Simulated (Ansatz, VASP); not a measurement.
# Two plane-wave programs on Zn

POSCAR

```
Zn
1.0
   -1.5690370000      1.5690370000      1.5690370000
    1.5690370000     -1.5690370000      1.5690370000
    1.5690370000      1.5690370000     -1.5690370000
Zn
1
Direct
    0.0000000000      0.0000000000      0.0000000000
```

File INCAR.step1:

```
SYSTEM = Zn
PREC = Accurate
ENCUT = 520
EDIFF = 1E-5
ISMEAR = -1
SIGMA = 0.05
LREAL = .FALSE.
LASPH = .TRUE.
NELM = 100
ALGO = Normal
ISIF = 2
LWAVE = .TRUE.
GGA = PE
NBANDS = 12
```

INCAR.step2

```
SYSTEM = Zn
PREC = Accurate
ENCUT = 520
EDIFF = 1E-6
ISMEAR = -1
SIGMA = 0.05
LREAL = .FALSE.
LASPH = .TRUE.
NELM = 100
ALGO = Normal
ISIF = 2
LWAVE = .FALSE.
LCHARG = .TRUE.
GGA = PE
LHFCALC = .TRUE.
AEXX = 0.25
PRECFOCK = Normal
LELF = .TRUE.
LVHAR = .TRUE.
ISTART = 1
NBANDS = 12
```

The input KPOINTS:

```
Automatic mesh
0
G
  7 7 7
  0 0 0
```

input.yaml

```yaml
crystal:
  lattice:
    - [-1.569037, 1.569037, 1.569037]
    - [1.569037, -1.569037, 1.569037]
    - [1.569037, 1.569037, -1.569037]
  atoms:
    - { symbol: Zn, position: [0.0, 0.0, 0.0] }
hamiltonian:
  xc: pbe0
  pseudopotentials: { kind: paw }
kpoints:
  mp_grid: { grid: [7, 7, 7] }
scf:
  occupations: { method: fermi_dirac, width: 0.05 }
  n_extra_bands: 6
output:
  forces: true
  stress: true
  eigenvalues: true
  dos: { projected: true, de: 0.05 }
```

Alike in both runs: functional PBE0; k mesh 7 × 7 × 7; occupations fermi-dirac, width 0.05 eV; no spin polarisation.

```csv
,VASP,Ansatz
version,VASP 6.6.1,Ansatz 0.2.0
potentials or method,"VASP PAW PBE potentials, release 64 (Zn)",Ansatz PAW
plane-wave cutoff (eV),520,420
valence electrons in the cell,12,12
task,single point,projected density of states
```

VASP gave:

```
gap on the k mesh at the Fermi level (eV) : none
pressure (GPa)                            : -1.7
```

**Question.** Estimate Ansatz's values.

**Answer.** gap on the k mesh at the Fermi level (eV): none; pressure (GPa): -1.6.

A gap of «none» marks a metal or a gap that the smearing closes.

The k mesh is coarse, so the values compare programs but aren't converged.
